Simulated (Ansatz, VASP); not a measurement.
One calculation of Mg6F, two programs

The input INCAR:

```
PREC = Accurate
ENCUT = 520
EDIFF = 1E-6
ISMEAR = 0
SIGMA = 0.1
LREAL = F
LASPH = T
NELM = 60
ALGO = Normal
ISIF = 2
LWAVE = F
LCHARG = T
LDIPOL = T
IDIPOL = 3
DIPOL = 0.5 0.5 0.311
GGA = PE
LELF = T
LVHAR = T
LVACPOTAV = T
NBANDS = 18
```

File KPOINTS:

```
regular mesh
0
Gamma
  9 4 1
```

Contents of POSCAR:

```
Mg6F
1.0
    3.2034417932      0.0000000000      0.0000000000
   -1.6017208966      7.8153198520      0.0000000000
    0.0000000000      0.0000000000     20.9851131634
Mg F
6 1
Direct
    0.8493879956      0.6987759913      0.1906113143
    0.5210014932      0.0420029864      0.2197581863
    0.1926149907      0.3852299814      0.2489050583
    0.3710660944      0.7414803149      0.3283003664
    0.0426232582      0.0834482649      0.3542380799
    0.7128162912      0.4251093731      0.3805132287
    0.7128162912      0.9251093731      0.4562812261
```

Input for Ansatz:

```yaml
crystal:
  lattice:
    - [3.2034417932, 0.0, 0.0]
    - [-1.6017208966, 7.815319852, 0.0]
    - [0.0, 0.0, 20.9851131634]
  atoms:
    - { symbol: Mg, position: [0.8493879956, 0.6987759913, 0.1906113143] }
    - { symbol: Mg, position: [0.5210014932, 0.0420029864, 0.2197581863] }
    - { symbol: Mg, position: [0.1926149907, 0.3852299814, 0.2489050583] }
    - { symbol: Mg, position: [0.3710660944, 0.7414803149, 0.3283003664] }
    - { symbol: Mg, position: [0.0426232582, 0.0834482649, 0.3542380799] }
    - { symbol: Mg, position: [0.7128162912, 0.4251093731, 0.3805132287] }
    - { symbol: F, position: [0.7128162912, 0.9251093731, 0.4562812261] }
basis:
  ecutwfc: 420
kpoints:
  mp_grid: { grid: [9, 4, 1] }
hamiltonian:
  xc: pbe
scf:
  occupations: { method: gaussian, width: 0.1 }
output:
  forces: true
  eigenvalues: true
efield:
  axis: 3
  dipole_correction: true
  ramp_width: 0.04
```

Alike in both runs: task single point; functional PBE; k mesh 9 × 4 × 1; occupations gaussian, width 0.1 eV; no spin polarisation.

```csv
,VASP,Ansatz
version,VASP 6.6.1,Ansatz 0.2.0
potentials or method,"VASP PAW PBE potentials, release 64 (Mg, F), cutoff 520 eV","scalar-relativistic, plane waves, PAW"
valence electrons in the cell,19,67
```

```csv
,VASP,Ansatz,Ansatz less VASP
gap on the k mesh at the Fermi level (eV),none,none,-
rms of the force components (eV/Å),0.686,0.688,+0.0019
"work function, face that differs most (eV)",6.74,6.73,-0.007
```

Atom by atom the forces differ by 0.004 eV/Å (rms over components). A gap of «none» marks a metal or a gap that the smearing closes. With one functional, cell and mesh, what is left measures potentials, basis and numerics. VASP's potentials hold 19 valence electrons a cell and Ansatz's 67, so a difference there can come from the potentials and not from the codes.
